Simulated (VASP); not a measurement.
# ZrB2 (P6/mmm) in VASP: notebook, part 2 of 2

VASP 6.6.1. Earlier steps stand in the parts before.

## (3) Single point, PBEsol

This run uses another cell than the first one, of 10.48 Å³/atom.

Input file INCAR:

```
  PREC = Accurate
  ENCUT = 520
  EDIFF = 1E-6
  ISMEAR = 0
  SIGMA = 0.15
  LREAL = False
  LASPH = True
  NELM = 60
  ALGO = Normal
  ISIF = 2
  LWAVE = False
  LCHARG = True
  GGA = PS
  LELF = True
  LVHAR = True
  NBANDS = 16
```

Input file KPOINTS:

```
Automatic mesh
0
Gamma
  15 15 12
```

Input file POSCAR:

```
ZrB2
1.0
    3.2179000000      0.0000000000      0.0000000000
   -1.6089500000      2.7867831468      0.0000000000
    0.0000000000      0.0000000000      3.5067416443
Zr B
1 2
Direct
    0.0000000000      0.0000000000      0.0000000000
    0.3333333333      0.6666666667      0.5000000000
    0.6666666667      0.3333333333      0.5000000000
```

Potentials or basis: VASP PAW PBE potentials, release 64 (Zr_sv, B).

The run is started by

```console
$ cat potpaw_PBE.64/Zr_sv/POTCAR potpaw_PBE.64/B/POTCAR > POTCAR
$ mpirun -np 1 vasp_std > vasp.out
```

Run time: 64 s. Hardware: 1 thread of AMD EPYC 7R13 (Zen 3), shared host; peak memory 0.18 GiB.

It converged, with:

* Free energy: -26.3605 eV
* Pressure: -9.1 GPa
* Band gap on the k mesh: zero (bands 9 and 10 overlap by 0.77 eV)

Stress tensor (GPa, compression positive):
```
-11.51   0.00   0.00
  0.00 -11.51   0.00
  0.00   0.00  -4.39
```

Levels at points of the mesh, in eV from the Fermi level:
```csv
k point,band 6,band 7,band 8,band 9,band 10,band 11,band 12,band 13
"(0.00, 0.00, 0.00)",-2.73,-2.73,-2.51,-2.16,3.28,3.28,4.26,4.26
"(0.00, 0.00, 0.50)",-6.90,-1.02,-1.02,0.09,0.09,0.74,0.74,2.13
```

Caveat: the cell stands under tension; the PAW data sets were made with another functional, which shifts forces and pressure a little.

## (4) Single point, PBEsol

This run uses another cell than the first one, of 10.58 Å³/atom.

Input file INCAR:

```
SYSTEM = ZrB2
  PREC = Accurate
  ENCUT = 520
  EDIFF = 1E-7
  ISMEAR = 0
  SIGMA = 0.15
  LREAL = .FALSE.
  LASPH = .TRUE.
  NELM = 100
  ALGO = Normal
  ISIF = 2
  LWAVE = .FALSE.
  LCHARG = .TRUE.
  GGA = PS
  LELF = .TRUE.
  LVHAR = .TRUE.
  NBANDS = 16
```

Input file KPOINTS:

```
regular mesh
0
G
  15 15 12
  0 0 0
```

Input file POSCAR:

```
ZrB2
1.0
    3.1548382285      0.0000000000      0.0000000000
   -1.5774191143      2.7321700507      0.0000000000
    0.0000000000      0.0000000000      3.6821000000
Zr B
1 2
Direct
    0.0000000000      0.0000000000      0.0000000000
    0.3333333333      0.6666666667      0.5000000000
    0.6666666667      0.3333333333      0.5000000000
```

Potentials or basis: VASP PAW PBE potentials, release 64 (Zr_sv, B).

The run is started by

```console
$ cat potpaw_PBE.64/Zr_sv/POTCAR potpaw_PBE.64/B/POTCAR > POTCAR
$ mpirun -np 1 vasp_std > vasp.out
```

OUTCAR:

```text
SYSTEM = ZrB2
   PREC = Accurate
   ENCUT = 520
   EDIFF = 1E-7
   ISMEAR = 0
   LREAL = .FALSE.
   LASPH = .TRUE.
   NELM = 100
   ISIF = 2
   GGA = PS

 ion  position               nearest neighbor table
   1  0.000  0.000  0.000-   2 2.59   3 2.59   2 2.59   3 2.59   3 2.59   3 2.59   2 2.59   2 2.59
                             3 2.59   3 2.59   2 2.59   2 2.59
   2  0.333  0.667  0.500-   3 1.82   3 1.82   3 1.82   1 2.59   1 2.59   1 2.59   1 2.59   1 2.59
                             1 2.59
   3  0.667  0.333  0.500-   2 1.82   2 1.82   2 1.82   1 2.59   1 2.59   1 2.59   1 2.59   1 2.59
                             1 2.59

[... 656 lines left out ...]
  --------------------------------------------------------------------------------------
  -------------------------------------------------------------------------------------
  Total       -0.9959508     -0.9959508     -3.8936007      0.0000000     -0.0000000      0.0000000
  in kB      -50.2768487    -50.2768487   -196.5538678      0.0000000     -0.0000000      0.0000000
  external PRESSURE =     -99.0358551 kB  Pullay stress =       0.0000000 kB

 VOLUME and BASIS-vectors are now :
 -----------------------------------------------------------------------------
  energy-cutoff  :      520.00
  volume of cell :       31.74
      direct lattice vectors                 reciprocal lattice vectors
     3.154838229  0.000000000  0.000000000     0.316973463  0.183004714  0.000000000
    -1.577419114  2.732170051  0.000000000     0.000000000  0.366009429  0.000000000
     0.000000000  0.000000000  3.682100000     0.000000000  0.000000000  0.271584150

 POSITION                                       TOTAL-FORCE (eV/Angst)
 -----------------------------------------------------------------------------------
      0.00000      0.00000      0.00000         0.000000      0.000000      0.000000
     -0.00000      1.82145      1.84105        -0.000000      0.000000     -0.000000
      1.57742      0.91072      1.84105         0.000000      0.000000      0.000000
 -----------------------------------------------------------------------------------
    total drift:                               -0.000000      0.000000      0.000000

  FREE ENERGIE OF THE ION-ELECTRON SYSTEM (eV)
  ---------------------------------------------------
  free  energy   TOTEN  =       -26.3094521512 eV

  energy  without entropy=      -26.3070459478  energy(sigma->0) =      -26.30824905
```

stdout:

```text
POSCAR found type information on POSCAR ZrB
 POSCAR found :  2 types and       3 ions
 scaLAPACK will be used
 -----------------------------------------------------------------------------
|                                                                             |
|                                                                             |
|     You enforced a specific xc type in the INCAR file but a different       |
|     I HOPE YOU KNOW WHAT YOU ARE DOING!                                     |
|                                                                             |
 -----------------------------------------------------------------------------

 LDA part: xc-table for (Slater+PW92), standard interpolation
 POSCAR, INCAR and KPOINTS ok, starting setup
 FFT: planning ... GRIDC
 FFT: planning ... GRID_SOFT
 FFT: planning ... GRID
 WAVECAR not read
 entering main loop
```

Run time: 72 s. Hardware: 1 thread of AMD EPYC 7R13 (Zen 3), shared host; peak memory 0.19 GiB.

What came out:

| Property | Result |
| --- | --- |
| Free energy | -26.3095 eV |
| Pressure | -9.9 GPa |
| Band gap on the k mesh | zero (bands 9 and 10 overlap by 1.09 eV) |

Caveat: the cell stands under tension; the PAW data sets were made with another functional, which shifts forces and pressure a little.

## (5) Single point, PBEsol

This run uses another cell than the first one, of 10.62 Å³/atom.

Input file INCAR:

```
PREC     = Accurate       # precision mode
ENCUT    = 520            # plane-wave cutoff, eV
EDIFF    = 1E-6           # SCF threshold, eV
ISMEAR   = 0              # smearing method
SIGMA    = 0.15           # smearing width, eV
LREAL    = F              # projectors in reciprocal space
LASPH    = T              # aspherical terms in the spheres
NELM     = 60             # most SCF steps
ALGO     = Normal         # electronic algorithm
ISIF     = 2              # what is computed and relaxed
LWAVE    = F              # write WAVECAR
LCHARG   = F              # write CHGCAR
GGA      = PS             # functional
NBANDS   = 16             # bands
```

Input file KPOINTS:

```
regular mesh
0
Gamma
  15 15 12
```

Input file POSCAR:

```
ZrB2
1.0
    3.1864000000      0.0000000000      0.0000000000
   -1.5932000000      2.7595033466      0.0000000000
    0.0000000000      0.0000000000      3.6236000000
Zr B
1 2
Direct
    0.0000000000      0.0000000000      0.0000000000
    0.3333333333      0.6666666667      0.5000000000
    0.6666666667      0.3333333333      0.5000000000
```

The run is started by

```console
$ cat potpaw_PBE.64/Zr_sv/POTCAR potpaw_PBE.64/B/POTCAR > POTCAR
$ mpirun -np 1 vasp_std > vasp.out
```

Wall time 64 s (1 thread of AMD EPYC 7R13 (Zen 3), shared host); peak memory 0.19 GiB.

It converged, with:

```
Free energy            : -26.3369 eV
Pressure               : -11.3 GPa
Band gap on the k mesh : zero (bands 9 and 10 overlap by 0.86 eV)
```

Stress tensor (GPa, compression positive):
```
 -9.22   0.00   0.00
  0.00  -9.22   0.00
  0.00   0.00 -15.33
```

Levels at points of the mesh, in eV from the Fermi level:
```tsv
k point	band 5	band 6	band 7	band 8	band 9	band 10	band 11	band 12	band 13	band 14
(0.00, 0.00, 0.00)	-12.52	-2.57	-2.46	-2.39	-2.39	3.28	3.28	3.90	3.90	4.99
(0.00, 0.00, 0.50)	-10.67	-6.86	-0.81	-0.81	0.51	0.51	0.77	0.77	1.45	5.20
```

Caveat: the cell stands under tension; the PAW data sets were made with another functional, which shifts forces and pressure a little.

## (6) Single point, PBEsol

This run uses another cell than the first one, of 10.66 Å³/atom.

Input file INCAR:

```
SYSTEM = ZrB2
PREC = Accurate
ENCUT = 520
EDIFF = 1E-6
ISMEAR = 0
SIGMA = 0.15
LREAL = .False.
LASPH = .True.
NELM = 80
ALGO = Normal
ISIF = 2
LWAVE = .False.
LCHARG = .True.
GGA = PS
LELF = .True.
LVHAR = .True.
NBANDS = 16
```

Input file KPOINTS:

```
regular mesh
0
Gamma
  15 15 12
  0 0 0
```

Input file POSCAR:

```
ZrB2
1.0
    3.2179000000      0.0000000000      0.0000000000
   -1.6089500000      2.7867831468      0.0000000000
    0.0000000000      0.0000000000      3.5652000000
Zr B
1 2
Direct
    0.0000000000      0.0000000000      0.0000000000
    0.3333333333      0.6666666667      0.5000000000
    0.6666666667      0.3333333333      0.5000000000
```

Potentials or basis: VASP PAW PBE potentials, release 64 (Zr_sv, B).

The run is started by

```console
$ cat potpaw_PBE.64/Zr_sv/POTCAR potpaw_PBE.64/B/POTCAR > POTCAR
$ mpirun -np 1 vasp_std > vasp.out
```

Run time: 63 s. Hardware: 1 thread of AMD EPYC 7R13 (Zen 3), shared host; peak memory 0.19 GiB.

Results (log left out):

```
Free energy            : -26.3356 eV
Pressure               : -12.4 GPa
Band gap on the k mesh : zero (bands 9 and 10 overlap by 0.89 eV)
```

Stress tensor (GPa, compression positive):
```
-13.10   0.00   0.00
  0.00 -13.10   0.00
  0.00   0.00 -10.94
```

Levels at points of the mesh, in eV from the Fermi level:
```
           k point  band 5  band 6  band 7  band 8  band 9  band 10  band 11  band 12  band 13  band 14
(0.00, 0.00, 0.00)  -12.50   -2.58   -2.58   -2.51   -2.28     3.22     3.22     4.06     4.06     4.57
(0.00, 0.00, 0.50)  -10.56   -6.85   -0.94   -0.94    0.25     0.25     0.74     0.74     1.83     4.91
```

Caveat: the cell stands under tension; the PAW data sets were made with another functional, which shifts forces and pressure a little.

## (7) Summary

```tsv
cell	gap on the mesh (eV)	pressure (GPa)
a = 3.249, b = 3.250, c = 3.448 Å, angles 90.0, 90.0, 120.0°, 3 atoms	none	-9.9
a = 3.218, b = 3.218, c = 3.507 Å, angles 90.0, 90.0, 120.0°, 3 atoms	none	-9.1
a = 3.155, b = 3.155, c = 3.682 Å, angles 90.0, 90.0, 120.0°, 3 atoms	none	-9.9
a = 3.186, b = 3.186, c = 3.624 Å, angles 90.0, 90.0, 120.0°, 3 atoms	none	-11.3
a = 3.218, b = 3.218, c = 3.565 Å, angles 90.0, 90.0, 120.0°, 3 atoms	none	-12.4
```

Alike in all rows: task single point; level PBEsol; potentials or basis VASP PAW PBE potentials, release 64 (Zr_sv, B); no spin polarisation; k mesh 15 × 15 × 12; cutoff (eV) 520; smearing gaussian 0.15 eV.

Caveats: the cell stands under tension; the PAW data sets were made with another functional, which shifts forces and pressure a little.

Total energies depend on the potentials used, so only differences within one code and one set of settings carry meaning.
